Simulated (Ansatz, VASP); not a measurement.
One calculation of MgO, two programs

Contents of INCAR:

```
PREC = Accurate
ENCUT = 520
EDIFF = 1E-7
ISMEAR = 0
SIGMA = 0.05
LREAL = F
LASPH = T
NELM = 60
ALGO = Normal
ISIF = 2
LWAVE = F
LCHARG = T
GGA = PE
LELF = T
LVHAR = T
NBANDS = 16
```

Contents of KPOINTS:

```
regular mesh
0
Gamma
  9 9 6
```

Contents of POSCAR:

```
MgO
1.0
    3.3152854007      0.0000000000      0.0000000000
   -1.6576427004      2.8711213778      0.0000000000
    0.0000000000      0.0000000000      5.1215474231
Mg O
2 2
Direct
    0.3172970564      0.6796581063      0.0063188067
    0.6827029436      0.3203418937      0.5063188067
    0.3481500109      0.6546632589      0.3982811933
    0.6518499891      0.3453367411      0.8982811933
```

Input for Ansatz:

```yaml
crystal:
  lattice:
    - [3.3152854007, 0.0, 0.0]
    - [-1.6576427004, 2.8711213778, 0.0]
    - [0.0, 0.0, 5.1215474231]
  atoms:
    - { symbol: Mg, position: [0.3172970564, 0.6796581063, 0.0063188067] }
    - { symbol: Mg, position: [0.6827029436, 0.3203418937, 0.5063188067] }
    - { symbol: O, position: [0.3481500109, 0.6546632589, 0.3982811933] }
    - { symbol: O, position: [0.6518499891, 0.3453367411, 0.8982811933] }
basis:
  ecutwfc: 520.0
kpoints:
  mp_grid: { grid: [9, 9, 6] }
hamiltonian:
  xc: pbe
  pseudopotentials: { kind: paw, azcp: { folder: soft_1 } }
scf:
  occupations: { method: gaussian, width: 0.05 }
output:
  forces: true
  stress: true
  eigenvalues: true
```

Change from the starting cell: mode 4 frozen in at -0.075 Å and mode 5 at +0.037 Å (largest displacements).

Alike in both runs: task single point; functional PBE; k mesh 9 × 9 × 6; occupations gaussian, width 0.05 eV; no spin polarisation.

|  | VASP | Ansatz |
| --- | --- | --- |
| version | VASP 6.6.1 | Ansatz 0.2.0 |
| potentials or method | VASP PAW PBE potentials, release 64 (Mg, O), cutoff 520 eV | scalar-relativistic, plane waves, PAW |
| valence electrons in the cell | 16 | 32 |

```tsv
	VASP	Ansatz	Ansatz less VASP
gap on the k mesh at the Fermi level (eV)	3.34	3.36	+0.020
least direct gap on the mesh (eV)	3.34	3.36	+0.020
pressure (GPa)	-0.6	-0.1	+0.44
traceless stress, the component that is largest in VASP (GPa)	-0.21	-0.20	+0.012
rms of the force components (eV/Å)	0.121	0.120	-0.0013
```

Atom by atom the forces differ by 0.001 eV/Å (rms over components). The functional is the same, so the differences come from potentials, cutoffs and numerics. VASP's potentials hold 16 valence electrons a cell and Ansatz's 32, so a difference there can come from the potentials and not from the codes.
